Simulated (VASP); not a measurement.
A run of VASP 6.6.1 is set up as follows.

The input INCAR:

```
PREC = Accurate
ENCUT = 520
EDIFF = 1E-7
ISMEAR = 0
SIGMA = 0.05
LREAL = False
LASPH = True
NELM = 60
ALGO = Normal
ISIF = 2
LWAVE = False
LCHARG = True
GGA = PE
LELF = True
LVHAR = True
NBANDS = 35
```

File KPOINTS:

```
Automatic mesh
0
Gamma
  6 6 6
```

The input POSCAR:

```
Al2O3
1.0
    2.5897113169      1.4951705259      3.7692384980
   -2.5897113169      1.4951705259      3.7692384980
    0.0000000000     -2.9903410518      3.7692384980
Al O
4 6
Direct
    0.8483187546      0.8483187546      0.8483187546
    0.6516812454      0.6516812454      0.6516812454
    0.1516812454      0.1516812454      0.1516812454
    0.3483187546      0.3483187546      0.3483187546
    0.0561574040      0.4438425960      0.7500000000
    0.7500000000      0.0561574040      0.4438425960
    0.4438425960      0.7500000000      0.0561574040
    0.9438425960      0.5561574040      0.2500000000
    0.2500000000      0.9438425960      0.5561574040
    0.5561574040      0.2500000000      0.9438425960
```

Potentials or basis: VASP PAW PBE potentials, release 64 (Al, O).

Run with:

```console
$ cat potpaw_PBE.64/Al/POTCAR potpaw_PBE.64/O/POTCAR > POTCAR
$ mpirun -np 1 vasp_std > vasp.out
```

Problem. Predict the largest force.

Solution. 3.956 eV/Å.

Problem. Estimate the pressure.

Solution. 2.9 GPa.

Problem. Predict the band gap on the k mesh.

Solution. 3.66 eV.

Forces on the atoms (eV/Å):
```
Al   0.000  0.000  3.956
Al   0.000  0.000 -3.956
Al   0.000  0.000 -3.956
Al   0.000  0.000  3.956
O   -0.388  0.000  0.000
O    0.194 -0.336  0.000
O    0.194  0.336  0.000
O    0.388  0.000  0.000
O   -0.194  0.336  0.000
O   -0.194 -0.336  0.000
```

Caveat: the stress differs along the axes, from -26 to 61 GPa; forces of over 1 eV/Å act on the atoms, so gaps and moduli don't describe the material at rest.
